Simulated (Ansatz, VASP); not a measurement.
## Ta: VASP beside Ansatz

```xyz
1
Lattice="-1.5200 1.6402 1.8863 1.5200 -1.6402 1.8863 1.5200 1.6402 -1.8863" Properties=species:S:1:pos:R:3 pbc="T T T"
Ta    0.0000    0.0000    0.0000
```

Change from the starting cell: normal strain along x -0.0733, normal strain along z +0.1500.

Alike in both runs: task single point; functional PBEsol; k mesh 20 × 20 × 20; occupations gaussian, width 0.15 eV; no spin polarisation.

|  | VASP | Ansatz |
| --- | --- | --- |
| version | VASP 6.6.1 | Ansatz 0.2.0 |
| potentials or method | VASP PAW PBE potentials, release 64 (Ta_pv), cutoff 520 eV | scalar-relativistic, plane waves, PAW |
| valence electrons in the cell | 11 | 13 |

|  | VASP | Ansatz | Ansatz less VASP |
| --- | --- | --- | --- |
| gap on the k mesh at the Fermi level (eV) | none | none | - |
| pressure (GPa) | -9.0 | -9.0 | -0.05 |
| traceless stress, the component that is largest in VASP (GPa) | -8.47 | -8.46 | +0.018 |

VASP's potentials were made for PBE, not for PBEsol, and Ansatz warns of the same on its side. A gap of «none» marks a metal or a gap that the smearing closes. With one functional, cell and mesh, what is left measures potentials, basis and numerics. VASP's potentials hold 11 valence electrons a cell and Ansatz's 13, so a difference there can come from the potentials and not from the codes.

Neither program's run includes spin-orbit coupling.
